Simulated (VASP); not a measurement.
# Si7O16 (a cell with a defect) in VASP: a series of runs

Si7O16 (a cell with a defect) is run at these levels: PBE; tasks: single point.

Everything below comes from runs of VASP 6.6.1. Logs are shortened: lines on timing, memory, paths and dates and some standing lists are left out, and cuts for length are marked.

## 1. The cell of the first run

The cell holds a defect, 23 atoms: a = 7.189 Å, b = 7.189 Å, c = 8.731 Å, α = 114.31°, β = 114.31°, γ = 90.00°.

## 2. Single point, PBE, collinear spin (atoms taken out, then relaxed in part)

INCAR

```
ALGO = Normal
EDIFF = 1E-6
ENCUT = 520
GGA = PE
ISIF = 2
ISMEAR = 0
ISPIN = 2
LASPH = T
LCHARG = F
LORBIT = 11
LREAL = Auto
LWAVE = F
MAGMOM = 0 0 0 0 0 0 0 0.5 0 0 0 0.5 0 0 0 0 0 0.5 0 0 0 0.5 0
NBANDS = 83
NELECT = 126.0
NELM = 150
PREC = Accurate
SIGMA = 0.01
```

KPOINTS

```
k-points
0
Gamma
  2 2 2
```

POSCAR

```
Si7O16
1.0
   -5.0832710556     -5.0832710556      0.0000000000
   -5.0832710556      5.0832710556      0.0000000000
    5.0832710556      0.0000000000     -7.0988987737
Si O
7 16
Direct
    0.0522259116      0.7510092345      0.5006725609
    0.6351014873      0.8216577145      0.2655313417
    0.1243050739      0.3396898619      0.2530766398
    0.8693949215      0.6788417228      0.7341580074
    0.3701228827      0.1639425826      0.7489777050
    0.1929723284      0.4975140059      0.9923244863
    0.7031229186      1.0037679555      1.0090504568
    0.5109422252      0.3027987576      0.7185791964
    0.0215207327      0.7984854928      0.6874650650
    0.8958864142      0.1959698859      0.1732533923
    0.4176853646      0.6487236555      0.1511985973
    0.3016732677      0.2069920841      0.2814653645
    0.8357973835      0.7044565230      0.3131485585
    0.0346834397      0.6192934261      0.8947259907
    0.5001413693      0.0843981923      0.9079405812
    0.2178969724      0.2999862751      0.8295138268
    0.7651776253      0.8500776216      0.8483138993
    0.7092365765      0.5011203418      0.5308383221
    0.2118618521      0.9548356873      0.5560628919
    0.6375898179      0.8826570285      0.1049706769
    0.0882384508      0.4231995263      0.0951205665
    0.6771985565     -0.0017741075      0.4690440708
    0.1555817042      0.5463221371      0.4463085911
```

Potentials or basis: VASP PAW PBE potentials, release 64 (Si, O).

Run with:

```bash
$ cat potpaw_PBE.64/Si/POTCAR potpaw_PBE.64/O/POTCAR > POTCAR
$ mpirun -np 1 vasp_std > vasp.out
```

OUTCAR:

```text
EDIFF = 1E-6
   ENCUT = 520
   GGA = PE
   ISIF = 2
   ISMEAR = 0
   ISPIN = 2
   LASPH = T
   LORBIT = 11
   LREAL = Auto
   NELECT = 126.0
   NELM = 150
   PREC = Accurate

 ion  position               nearest neighbor table
   1  0.052  0.751  0.501-  19 1.63  23 1.63   9 1.63  13 1.63   4 3.04   2 3.04   3 3.06   5 3.06

   2  0.635  0.822  0.266-  22 1.60  11 1.64  20 1.64  13 1.66   1 3.04
   3  0.124  0.340  0.253-  12 1.59  10 1.65  21 1.65  23 1.65   1 3.06   6 3.13
   4  0.869  0.679  0.734-  18 1.60  17 1.64  14 1.64   9 1.66   1 3.04
   5  0.370  0.164  0.749-   8 1.59  15 1.65  16 1.65  19 1.65   1 3.06   7 3.14
   6  0.193  0.498  0.992-  14 1.61  21 1.62  16 1.62  11 1.62   3 3.13
   7  0.703  0.004  0.009-  15 1.61  20 1.61  10 1.62  17 1.62   5 3.14
   8  0.511  0.303  0.719-   5 1.59
   9  0.022  0.798  0.687-   1 1.63   4 1.66
  10  0.896  0.196  0.173-   7 1.62   3 1.65
  11  0.418  0.649  0.151-   6 1.62   2 1.64
  12  0.302  0.207  0.281-   3 1.59
  13  0.836  0.704  0.313-   1 1.63   2 1.66
  14  0.035  0.619  0.895-   6 1.61   4 1.64
  15  0.500  0.084  0.908-   7 1.61   5 1.65
  16  0.218  0.300  0.830-   6 1.62   5 1.65
  17  0.765  0.850  0.848-   7 1.62   4 1.64
  18  0.709  0.501  0.531-   4 1.60
  19  0.212  0.955  0.556-   1 1.63   5 1.65
  20  0.638  0.883  0.105-   7 1.61   2 1.64
  21  0.088  0.423  0.095-   6 1.62   3 1.65
  22  0.677  0.998  0.469-   2 1.60
  23  0.156  0.546  0.446-   1 1.63   3 1.65

  LATTYP: Found a body centered tetragonal cell.
 ALAT       =     7.1888308680
 C/A-ratio  =     1.9749800500

  Lattice vectors:

 A1 = (   0.0000000000,  -5.0832710556,   7.0988987737)
 A2 = (   0.0000000000,   5.0832710556,   7.0988987737)
 A3 = (  -5.0832710556,   0.0000000000,  -7.0988987737)

Analysis of symmetry for initial positions (statically):
=====================================================================
 Subroutine PRICEL returns:
 Original cell was already a primitive cell.

 Routine SETGRP: Setting up the symmetry group for a
 body centered tetragonal supercell.

 Subroutine GETGRP returns: Found  1 space group operations
 (whereof  1 operations were pure point group operations)
 out of a pool of 16 trial point group operations.

The static configuration has the point symmetry C_1 .

Analysis of symmetry for dynamics (positions and initial velocities):
=====================================================================
 Subroutine PRICEL returns:
 Original cell was already a primitive cell.

 Routine SETGRP: Setting up the symmetry group for a
 body centered tetragonal supercell.

 Subroutine GETGRP returns: Found  1 space group operations
 (whereof  1 operations were pure point group operations)
 out of a pool of 16 trial point group operations.

The dynamic configuration has the point symmetry C_1 .

Analysis of structural, dynamic, and magnetic symmetry:
=====================================================================
 Subroutine PRICEL returns:
 Original cell was already a primitive cell.

 Routine SETGRP: Setting up the symmetry group for a
 body centered tetragonal supercell.

 Subroutine GETGRP returns: Found  1 space group operations
 (whereof  1 operations were pure point group operations)
 out of a pool of 16 trial point group operations.

The overall configuration has the point symmetry C_1 .

 Subroutine INISYM returns: Found  1 space group operations
 (whereof  1 operations are pure point group operations),
 and found     1 'primitive' translations

----------------------------------------------------------------------------------------

                                     Primitive cell

  volume of cell :     366.8660

  direct lattice vectors                    reciprocal lattice vectors
    -5.083271056 -5.083271056  0.000000000    -0.098361861 -0.098361861 -0.070433460
    -5.083271056  5.083271056  0.000000000    -0.098361861  0.098361861 -0.070433460
     5.083271056  0.000000000 -7.098898774     0.000000000  0.000000000 -0.140866919

  length of vectors
     7.188830868  7.188830868  8.731208875     0.155919798  0.155919798  0.140866919

  position of ions in fractional coordinates (direct lattice)
     0.052225912  0.751009235  0.500672561
     0.635101487  0.821657714  0.265531342
     0.124305074  0.339689862  0.253076640
     0.869394922  0.678841723  0.734158007
     0.370122883  0.163942583  0.748977705
     0.192972328  0.497514006  0.992324486
[... 15 lines left out ...]
     0.677198557  0.998225893  0.469044071
     0.155581704  0.546322137  0.446308591

  ion indices of the primitive-cell ions
   primitive index   ion index
                 1           1
                 2           2
                 3           3
                 4           4
                 5           5
                 6           6
[... 15 lines left out ...]
                22          22
                23          23

[... 73 lines left out ...]
  Thomas-Fermi vector in A             =   2.283154
   LORBIT       =     11    0 simple, 1 ext, 2 COOP (PROOUT), +10 PAW based schemes
   GGA     = PE    functional components
   LHFCALC =     F    Hartree Fock is set to
   AEXX    =    0.0000 exact exchange contribution
   IVDW    =     0    specifies the selected vdW correction
   LEPSILON=     F    determine dielectric tensor
   LRPA    =     F    only Hartree local field effects (RPA)
 spin polarized calculation
 Gauss-broadening in eV      SIGMA  =   0.01
  energy-cutoff  :      520.00
  volume of cell :      366.87
 maximum number of plane-waves:      9926
 NGX is ok and might be reduce to    54
   NGX = 27   NGY = 27   NGZ = 33

 number of electron     126.0000005 magnetization       1.9999812

 Free energy of the ion-electron system (eV)
  ---------------------------------------------------
  ext. energy  EPLUGINS =         0.00000000
  ---------------------------------------------------
  free energy    TOTEN  =      -168.53614824 eV

  energy without entropy =     -168.53614824  energy(sigma->0) =     -168.53614824

 E-fermi :   0.1140     XC(G=0):  -8.0705

 val. band max:        0.0644668658   @ k =   0.5000   0.0000   0.5000
 cond. band min:       0.2124583322   @ k =   0.0000   0.5000   0.0000
 fundamental gap:      0.1479914664
 Fermi energy:         0.1140123492

 spin component 1

 k-point     1 :       0.0000    0.0000    0.0000
  band No.  band energies     occupation
      1     -20.3613      1.00000
      2     -19.6522      1.00000
      3     -19.6195      1.00000
      4     -19.4699      1.00000
      5     -19.3824      1.00000
      6     -19.3786      1.00000
[... 67 lines left out ...]
     74       8.4725      0.00000
     75       8.5297      0.00000
[... 544 lines left out ...]
     74       8.6255      0.00000
     75       8.6900      0.00000
 Fermi energy:         0.1140123492

 spin component 2

 k-point     1 :       0.0000    0.0000    0.0000
  band No.  band energies     occupation
      1     -20.3311      1.00000
      2     -19.6195      1.00000
      3     -19.6061      1.00000
      4     -19.4265      1.00000
      5     -19.3504      1.00000
      6     -19.3381      1.00000
[... 67 lines left out ...]
     74       8.5326      0.00000
     75       8.6243      0.00000
[... 544 lines left out ...]
     74       8.6496      0.00000
     75       8.7300      0.00000
 [bands above 75 left out]

------------------------ aborting loop because EDIFF is reached ----------------------------------------

  FORCE on cell =-STRESS in cart. coord.  units (eV):
  Direction    XX          YY          ZZ          XY          YZ          ZX
  --------------------------------------------------------------------------------------
  -------------------------------------------------------------------------------------
  Total       14.5465265     14.6972477     10.9232677     -1.8695834      0.9227795     -1.1474785
  in kB       63.5275884     64.1858178     47.7040933     -8.1648442      4.0299625     -5.0112677
  external PRESSURE =      58.4724998 kB  Pullay stress =       0.0000000 kB

 VOLUME and BASIS-vectors are now :
 -----------------------------------------------------------------------------
  energy-cutoff  :      520.00
  volume of cell :      366.87
      direct lattice vectors                 reciprocal lattice vectors
    -5.083271056 -5.083271056  0.000000000    -0.098361861 -0.098361861 -0.070433460
    -5.083271056  5.083271056  0.000000000    -0.098361861  0.098361861 -0.070433460
     5.083271056  0.000000000 -7.098898774     0.000000000  0.000000000 -0.140866919

 POSITION                                       TOTAL-FORCE (eV/Angst)
 -----------------------------------------------------------------------------------
     -1.53801      3.55211     -3.55422        -0.022344     -0.028115      0.000180
     -6.05533      0.94832     -1.88498         0.022719     -0.021349      0.108543
     -1.07215      1.09486     -1.79657         0.030807      0.109882     -0.013475
     -4.13818     -0.96863     -5.21171        -0.008599      0.027529     -0.108298
      1.09246     -1.04807     -5.31692         0.088634      0.023110     -0.001709
      1.53433      1.54807     -7.04441         0.000700      0.021761      0.006407
[... 15 lines left out ...]
     -6.13236      1.63187     -3.32970        -0.005060      0.058220     -0.099291
     -1.29926      1.98624     -3.16830         0.001440     -0.010059     -0.001902
 -----------------------------------------------------------------------------------
    total drift:                               -0.006534      0.001065      0.005087

  FREE ENERGIE OF THE ION-ELECTRON SYSTEM (eV)
  ---------------------------------------------------
  free  energy   TOTEN  =      -168.5361482362 eV

  energy  without entropy=     -168.5361482362  energy(sigma->0) =     -168.53614824

 total charge

# of ion       s       p       d       tot
------------------------------------------
    1        0.652   0.994   0.000   1.645
    2        0.656   0.993   0.000   1.649
    3        0.661   0.999   0.000   1.660
    4        0.657   0.994   0.000   1.651
    5        0.661   0.999   0.000   1.660
    6        0.643   1.004   0.000   1.648
[... 15 lines left out ...]
   22        1.587   3.395   0.000   4.982
   23        1.551   3.677   0.000   5.229
--------------------------------------------------
tot         29.513  64.888   0.000  94.402

 magnetization (x)

# of ion       s       p       d       tot
------------------------------------------
    1        0.000  -0.000   0.000  -0.000
    2       -0.003  -0.003   0.000  -0.005
    3       -0.002  -0.001   0.000  -0.003
    4       -0.002  -0.002   0.000  -0.005
    5       -0.002  -0.002   0.000  -0.004
    6       -0.000  -0.000   0.000  -0.001
[... 15 lines left out ...]
   22        0.007   0.367   0.000   0.374
   23        0.000   0.005   0.000   0.005
--------------------------------------------------
tot          0.015   1.557   0.000   1.573
```

Wall time 72 min (1 thread of Oxide Virtual Turin-like, shared host); peak memory 0.77 GiB.

What came out:

- Free energy: -168.5361 eV
- Largest force: 0.134 eV/Å
- Net moment: 2.00 μB per cell
- Site moments: Si -0.00, -0.01 (each value once); O +0.33, +0.05, +0.03, +0.00, +0.34, +0.37, +0.01 (each value once) μB
- Valence electrons inside the program's atomic spheres: Si 1.65, 1.66 (each value once); O 5.00, 5.22, 5.24, 5.25, 5.26, 4.98, 5.23 (each value once)

Forces on the atoms (eV/Å):
```
Si  -0.022 -0.028  0.000
Si   0.023 -0.021  0.109
Si   0.031  0.110 -0.013
Si  -0.009  0.028 -0.108
Si   0.089  0.023 -0.002
Si   0.001  0.022  0.006
Si   0.018 -0.006 -0.003
O   -0.120  0.003  0.002
O    0.003 -0.004  0.003
O   -0.012 -0.003 -0.002
O   -0.024 -0.007 -0.010
O   -0.004 -0.133 -0.017
O    0.004  0.017  0.018
O   -0.005  0.005  0.007
O   -0.008  0.015  0.020
O   -0.016 -0.028  0.011
O    0.004 -0.009  0.002
O    0.028 -0.012  0.120
O   -0.009 -0.005 -0.003
O    0.010 -0.008 -0.023
O    0.023 -0.006 -0.016
O   -0.005  0.058 -0.099
O    0.001 -0.010 -0.002
```

Levels at points of the mesh, in eV from the Fermi level:
Spin up:
```
           k point  band 62  band 63  band 64  band 65  band 66  band 67
(0.00, 0.00, 0.00)    -0.73    -0.57    -0.33     4.49     7.47     7.56
(0.50, 0.00, 0.00)    -0.67    -0.59    -0.37     5.72     5.98     7.04
(0.00, 0.50, 0.50)    -0.68    -0.58    -0.43     5.79     5.87     7.26
(0.50, 0.00, 0.50)    -0.67    -0.59    -0.37     5.72     5.97     7.05
(0.00, 0.50, 0.00)    -0.71    -0.68    -0.34     5.67     6.07     7.13
(0.50, 0.50, 0.00)    -0.69    -0.63    -0.38     6.26     6.47     6.63
(0.50, 0.50, 0.50)    -0.69    -0.64    -0.38     6.27     6.46     6.62
(0.00, 0.00, 0.50)    -0.61    -0.58    -0.42     5.56     5.83     7.37
```
Spin down:
```csv
k point,band 59,band 60,band 61,band 62,band 63,band 64,band 65,band 66
"(0.00, 0.00, 0.00)",-0.41,-0.23,-0.13,-0.07,0.17,0.21,4.54,7.49
"(0.50, 0.00, 0.00)",-0.38,-0.22,-0.15,-0.05,0.10,0.15,5.79,6.04
"(0.00, 0.50, 0.50)",-0.50,-0.23,-0.20,-0.12,0.15,0.20,5.83,5.93
"(0.50, 0.00, 0.50)",-0.38,-0.23,-0.15,-0.05,0.10,0.16,5.78,6.03
"(0.00, 0.50, 0.00)",-0.48,-0.22,-0.15,-0.09,0.10,0.17,5.74,6.13
"(0.50, 0.50, 0.00)",-0.49,-0.20,-0.19,-0.11,0.12,0.16,6.32,6.52
"(0.50, 0.50, 0.50)",-0.48,-0.19,-0.18,-0.10,0.13,0.15,6.32,6.52
"(0.00, 0.00, 0.50)",-0.38,-0.22,-0.20,-0.06,0.12,0.19,5.62,5.89
```

Caveat: the k points lie up to 0.49 Å⁻¹ apart; the cell carries a net charge on a neutralising background, which shifts energy and pressure; the cell differs from its parent crystal (atoms taken out, then relaxed in part); the cell is charged against a uniform background, so pressure and absolute levels hang on convention.

## 3. Single point, PBE, collinear spin (atoms taken out, then relaxed in part)

INCAR

```
PREC     = Accurate       # precision mode
ENCUT    = 520            # plane-wave cutoff, eV
EDIFF    = 1E-6           # SCF threshold, eV
ISMEAR   = 0              # smearing method
SIGMA    = 0.01           # smearing width, eV
LREAL    = Auto         
LASPH    = True           # aspherical terms in the spheres
NELM     = 150            # most SCF steps
ALGO     = Normal         # electronic algorithm
ISIF     = 2              # what is computed and relaxed
LWAVE    = False          # write WAVECAR
LCHARG   = True           # write CHGCAR
ISPIN    = 2              # spin polarisation
MAGMOM   = 0 0 0 0 0 0 0 0.5 0 0 0 0.5 0 0 0 0 0 0.5 0 0 0 0.5 0 # initial moments
LORBIT   = 11             # projections on sites
GGA      = PE             # functional
LELF     = True           # ELF
LVHAR    = True         
NBANDS   = 83             # bands
```

KPOINTS

```
regular mesh
0
Gamma
  2 2 2
```

POSCAR

```
Si7O16
1.0
   -5.0832710556     -5.0832710556      0.0000000000
   -5.0832710556      5.0832710556      0.0000000000
    5.0832710556      0.0000000000     -7.0988987737
Si O
7 16
Direct
    0.0163244411      0.7506258737      0.5003877654
    0.6177908222      0.8788642752      0.2743572877
    0.1389225535      0.3392986727      0.2605271664
    0.8438960607      0.6221790846      0.7263477186
    0.3782429121      0.1621834159      0.7400820359
    0.2224568328      0.5109096927      1.0055454328
    0.7171798819      0.9905135874      0.9950272157
    0.4838713036      0.2506439348      0.6383275871
   -0.0253919450      0.7500930394      0.6705350693
    0.9458357281      0.1405918327      0.1432656064
    0.3913330479      0.7253398590      0.1722036288
    0.3455250458      0.2500676583      0.3624139636
    0.8033790085      0.7501930185      0.3306177655
    0.0060757211      0.5601078354      0.8833341109
    0.5647268238      0.1134658592      0.8931795539
    0.3031890185      0.3618567713      0.8570986394
    0.7199177905      0.7766237687      0.8282235455
    0.6945698979      0.4222827003      0.5134639695
    0.1900063485      0.9595133930      0.5898596358
    0.6242377549      0.9403404159      0.1175185458
    0.1734625892      0.3871855517      0.1075002348
    0.6817267392      0.0793809610      0.4870501302
    0.1014685017      0.5427173018      0.4104713842
```

Potentials or basis: VASP PAW PBE potentials, release 64 (Si, O).

Run with:

```bash
$ cat potpaw_PBE.64/Si/POTCAR potpaw_PBE.64/O/POTCAR > POTCAR
$ mpirun -np 1 vasp_std > vasp.out
```

Run time: 29 min. Hardware: 1 thread of Oxide Virtual Turin-like, shared host; peak memory 0.74 GiB.

The run converged. Its results:

- Free energy: -168.8040 eV
- Pressure: -1.5 GPa
- Largest force: 0.088 eV/Å
- Band gap on the k mesh: 0.70 eV
- Net moment: 4.00 μB per cell
- Site moments: Si -0.00, -0.01, +0.00 (each value once); O +0.76, +0.06, +0.04, +0.01, +0.03, +0.73 (each value once) μB
- Valence electrons inside the program's atomic spheres: Si 1.59, 1.60, 1.61 (each value once); O 4.86, 5.21, 5.23, 5.22, 5.24, 4.85 (each value once)

Forces in eV/Å, atoms in the order of the input:
```
Si  -0.021 -0.019  0.002
Si   0.010  0.020  0.028
Si   0.009  0.023  0.003
Si   0.017  0.010 -0.034
Si   0.028  0.011  0.000
Si   0.016  0.010  0.003
Si   0.015  0.019 -0.005
O   -0.078 -0.009  0.039
O    0.004 -0.001  0.001
O   -0.002  0.005  0.005
O    0.001 -0.007  0.006
O   -0.005 -0.069 -0.038
O   -0.001  0.003 -0.006
O   -0.012 -0.003  0.003
O   -0.001 -0.003  0.005
O    0.007 -0.002 -0.005
O   -0.008  0.004 -0.006
O    0.027 -0.008  0.061
O    0.012 -0.004 -0.011
O   -0.007 -0.011 -0.001
O   -0.001  0.000 -0.006
O   -0.006  0.022 -0.055
O   -0.002  0.008  0.009
```

Stress tensor (GPa, compression positive):
```
-0.48  0.29 -1.21
 0.29 -0.50  1.20
-1.21  1.20 -3.47
```

Levels at points of the mesh, in eV from the valence-band top:
Spin up:
| k point | band 61 | band 62 | band 63 | band 64 | band 65 | band 66 | band 67 | band 68 |
| --- | --- | --- | --- | --- | --- | --- | --- | --- |
| (0.00, 0.00, 0.00) | -0.66 | -0.66 | -0.59 | -0.44 | 5.09 | 8.09 | 8.12 | 8.15 |
| (0.50, 0.00, 0.00) | -0.79 | -0.71 | -0.62 | -0.56 | 6.27 | 6.51 | 7.67 | 8.00 |
| (0.00, 0.50, 0.50) | -0.77 | -0.73 | -0.66 | -0.57 | 6.27 | 6.42 | 7.90 | 7.95 |
| (0.50, 0.00, 0.50) | -0.79 | -0.70 | -0.62 | -0.56 | 6.27 | 6.50 | 7.67 | 8.00 |
| (0.00, 0.50, 0.00) | -0.78 | -0.74 | -0.68 | -0.53 | 6.25 | 6.66 | 7.51 | 7.95 |
| (0.50, 0.50, 0.00) | -0.77 | -0.68 | -0.58 | -0.45 | 6.81 | 6.95 | 7.05 | 7.49 |
| (0.50, 0.50, 0.50) | -0.77 | -0.68 | -0.58 | -0.45 | 6.81 | 6.96 | 7.05 | 7.49 |
| (0.00, 0.00, 0.50) | -0.77 | -0.71 | -0.59 | -0.53 | 6.19 | 6.31 | 7.70 | 7.93 |
Spin down:
```
           k point  band 58  band 59  band 60  band 61  band 62  band 63
(0.00, 0.00, 0.00)    -0.51    -0.49    -0.03     0.71     0.74     0.97
(0.50, 0.00, 0.00)    -0.55    -0.48    -0.14     0.71     0.76     0.97
(0.00, 0.50, 0.50)    -0.51    -0.48    -0.16     0.70     0.78     0.91
(0.50, 0.00, 0.50)    -0.56    -0.48    -0.14     0.71     0.76     0.97
(0.00, 0.50, 0.00)    -0.51    -0.48    -0.11     0.74     0.79     0.91
(0.50, 0.50, 0.00)    -0.52    -0.50     0.00     0.71     0.76     0.94
(0.50, 0.50, 0.50)    -0.52    -0.50     0.00     0.71     0.76     0.94
(0.00, 0.00, 0.50)    -0.54    -0.52    -0.07     0.73     0.76     1.00
```

Caveat: the k points lie up to 0.49 Å⁻¹ apart; the cell differs from its parent crystal (atoms taken out, then relaxed in part); semilocal functionals underestimate gaps, and a narrow one can read as zero.
